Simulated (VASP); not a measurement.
Wanted: the native input for a VASP 6.6.1 run.

```
Task                   : relaxation of cell and atoms
Functional             : PBE
Potentials or basis    : VASP PAW PBE potentials, release 64 (Ca_sv, O)
Cutoff                 : 600 eV
k mesh                 : 10 × 10 × 10
Occupations            : gaussian, width 0.02 eV
Spin                   : no spin polarisation
Dipole correction      : no
Further INCAR settings : ALGO = Normal; EDIFF = 1e-07; IBRION = 2; EDIFFG = -0.01; NSW = 100; ISIF = 3
```

The structure of CaO lies in POSCAR:

```
CaO
1.0
   -1.5535680550      1.5535680550      5.8213580173
    1.5535680550     -1.5535680550      5.8213580173
    1.5535680550      1.5535680550     -5.8213580173
Ca O
2 2
Direct
    0.2923487592      0.2923487592      0.0000000000
    0.0423487592      0.5423487592      0.5000000000
    0.7076512408      0.7076512408      0.0000000000
    0.4576512408      0.9576512408      0.5000000000
```

The input as run:

INCAR

```
SYSTEM = CaO
PREC = Accurate ; ENCUT = 600
EDIFF = 1E-7 ; ISMEAR = 0
SIGMA = 0.02 ; LREAL = .False.
LASPH = .True. ; NELM = 100
ALGO = Normal ; ISIF = 3
LWAVE = .False. ; LCHARG = .False.
GGA = PE ; IBRION = 2
NSW = 100 ; EDIFFG = -0.01
```

KPOINTS

```
Automatic mesh
0
Gamma
  10 10 10
  0 0 0
```

Potentials or basis: VASP PAW PBE potentials, release 64 (Ca_sv, O).

Command:

```console
$ cat potpaw_PBE.64/Ca_sv/POTCAR potpaw_PBE.64/O/POTCAR > POTCAR
$ mpirun -np 1 vasp_std > vasp.out
```

It gave:

```
Relaxed volume                         : 14.10 Å³/atom
Relaxed cell                           : a = 6.229 Å, b = 6.229 Å, c = 6.229 Å, α = 151.08°, β = 151.08°, γ = 41.36°
Space group after relaxing (to 0.05 Å) : I4_1md (No. 109)
Energy gained by relaxing              : 0.0 meV/atom
Ionic steps                            : 3
Pressure after relaxing                : 0.0 GPa
Largest force after relaxing           : 0.003 eV/Å
Band gap on the k mesh                 : 3.44 eV, indirect (least direct gap 3.50 eV)
```

Wall time 17 min on 1 thread of AMD EPYC 7R43 64-Core Processor (Zen 3), with other jobs on the host, peak memory 0.38 GiB.
